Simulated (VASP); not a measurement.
La2O3:

```xyz
5
Lattice="3.7732 0.0000 0.0000 -1.8866 3.2677 0.0000 0.0000 0.0000 8.2029" Properties=species:S:1:pos:R:3 pbc="T T T"
La    0.0000    0.0000    1.8714
La    0.0000    0.0000    6.3315
O     0.0000    2.1785    0.0000
O     1.8866    1.0892    0.0000
O     0.0000    0.0000    4.1015
```

The cell was built from a structure type or drawn by symmetry, and may not be a known phase.

| Quantity | Value |
| --- | --- |
| Program | VASP 6.6.1 |
| Task | relaxation of cell and atoms |
| Functional | PBE |
| Potentials or basis | VASP PAW PBE potentials, release 64 (La, O) |
| Cutoff | 600 eV |
| k mesh | 6 × 6 × 2 |
| Occupations | gaussian, width 0.1 eV |
| Spin | no spin polarisation |

At the start: pressure -6.6 GPa; volume 20.23 Å³/atom.

How do energy, volume and symmetry change on relaxing?

Over 11 steps the energy falls by 665.9 meV/atom and the volume is 19.70 Å³/atom (-2.6 %); space group P6/mmm (No. 191, to 0.1 Å) before and after.

The path:
| step | energy change (eV) | largest force (eV/Å) | pressure (GPa) | volume (Å³) |
| --- | --- | --- | --- | --- |
| 1 | 0.0000 | 2.0879 | -6.56 | 101.14 |
| 2 | -1.4177 | 8.7288 | 20.18 | 87.74 |
| 3 | -1.9018 | 6.3096 | 8.18 | 91.87 |
| 4 | -2.8567 | 1.0872 | 11.00 | 92.69 |
| 5 | -2.9956 | 2.0190 | 9.03 | 92.54 |
| 6 | -3.2930 | 0.0721 | -1.52 | 98.80 |
| 7 | -3.3189 | 0.4545 | 0.49 | 97.30 |
| 8 | -3.3281 | 0.1118 | 0.43 | 97.77 |
| 9 | -3.3281 | 0.1169 | 0.49 | 97.77 |
| 10 | -3.3293 | 0.0470 | 0.18 | 98.18 |
| 11 | -3.3296 | 0.0077 | -0.04 | 98.50 |

Final structure:
```yaml
crystal:
  lattice:
    - [4.01274, 0.00000, 0.00000]
    - [-2.00637, 3.47513, 0.00000]
    - [0.00000, 0.00000, 7.06361]
  atoms:
    - { symbol: La, position: [0.00000, 0.00000, 0.19480] }
    - { symbol: La, position: [0.00000, 0.00000, 0.80520] }
    - { symbol: O, position: [0.33333, 0.66667, 0.00000] }
    - { symbol: O, position: [0.66667, 0.33333, 0.00000] }
    - { symbol: O, position: [0.00000, 0.00000, 0.50000] }
```

Caveat: the k points lie up to 0.44 Å⁻¹ apart in the final cell.
